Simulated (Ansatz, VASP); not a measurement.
# CdGa2Bi4 in VASP and in Ansatz

INCAR

```
ALGO = Normal ; EDIFF = 1E-7
ENCUT = 520 ; GGA = PE
ISIF = 2 ; ISMEAR = -1
LASPH = True ; LCHARG = False
LREAL = False ; LWAVE = False
NBANDS = 58 ; NELM = 80
PREC = Accurate ; SIGMA = 0.1
```

File KPOINTS:

```
k-points
0
Gamma
  6 6 6
```

The input POSCAR:

```
CdGa2Bi4
1.0
    0.0000000000      6.0255200000      0.0000000000
    6.0255200000      0.0000000000      0.0000000000
    3.0127600000      3.0127600000     -5.8396020000
Cd Ga Bi
1 2 4
Direct
    0.0000000000      0.0000000000      0.0000000000
    0.7500000000      0.2500000000      0.5000000000
    0.5000000000      0.5000000000      0.0000000000
    0.3950000000      0.4050000000      0.7300000000
    0.5950000000      0.1250000000      0.2700000000
    0.8750000000      0.8650000000      0.7300000000
    0.1350000000      0.6050000000      0.2700000000
```

Input for Ansatz:

```yaml
crystal:
  lattice:
    - [0.0, 6.02552, 0.0]
    - [6.02552, 0.0, 0.0]
    - [3.01276, 3.01276, -5.839602]
  atoms:
    - { symbol: Cd, position: [0.0, 0.0, 0.0] }
    - { symbol: Ga, position: [0.75, 0.25, 0.5] }
    - { symbol: Ga, position: [0.5, 0.5, 0.0] }
    - { symbol: Bi, position: [0.395, 0.405, 0.73] }
    - { symbol: Bi, position: [0.595, 0.125, 0.27] }
    - { symbol: Bi, position: [0.875, 0.865, 0.73] }
    - { symbol: Bi, position: [0.135, 0.605, 0.27] }
  symmetry: { tolerance: 0.0003 }
kpoints:
  mp_grid: { grid: [6, 6, 6], shift: [0, 0, 0] }
  band_path:
    path:
      - [0.0, 0.0, 0.0]
      - [0.5, -0.5, 0.0]
      - [0.5, -0.5, 0.25]
      - [0.0, -0.5, 0.0]
      - [0.0, 0.0, 0.0]
      - [0.0, 0.0, 0.5]
      - [0.0, -0.36691394, 0.31654303]
      - [0.0, -0.63308606, -0.31654303]
      - [0.0, 0.0, 0.0]
      - [0.5, -0.5, 0.0]
      - [0.36691394, -0.63308606, -0.13308606]
    npoints: 6
magnetization:
  spin_polarized: false
scf:
  occupations: { method: fermi_dirac }
  lower_state_search: "off"
  max_iter: 200
hamiltonian:
  pseudopotentials: { kind: paw }
  xc: pbe
basis:
  ecutwfc: 420
  fft_grid_basis: typed
output:
  forces: true
  stress: true
  eigenvalues: true
  bader: true
  populations: true
  elf: true
  write_potential: true
  volumetric_format: npy
  dos:
    e_range: [-12, 8]
    de: 0.05
    projected: { site_lists: { Bi: [Bi], Cd: [Cd], Ga: [Ga] } }
checkpoint:
  read: saved_state
```

Alike in both runs: task single point; functional PBE; k mesh 6 × 6 × 6; no spin polarisation.

|  | VASP | Ansatz |
| --- | --- | --- |
| version | VASP 6.6.1 | Ansatz 0.2.0 |
| potentials or method | VASP PAW PBE potentials, release 64 (Cd, Ga_d, Bi_d), cutoff 520 eV | PAW plane waves |
| occupations | fermi-dirac, width 0.1 eV | fermi-dirac |
| valence electrons in the cell | 98 | 106 |

Ansatz gave:

- pressure (GPa): 9.9
- traceless stress, the component that is largest in VASP (GPa): -0.46
- rms of the force components (eV/Å): 0.781

Estimate VASP's values.

pressure (GPa): 10.0; traceless stress, the component that is largest in VASP (GPa): -0.46; rms of the force components (eV/Å): 0.785.

Atom by atom the forces differ by 0.007 eV/Å (rms over components). VASP's potentials hold 98 valence electrons a cell and Ansatz's 106, so a difference there can come from the potentials and not from the codes.

Neither program's run includes spin-orbit coupling.
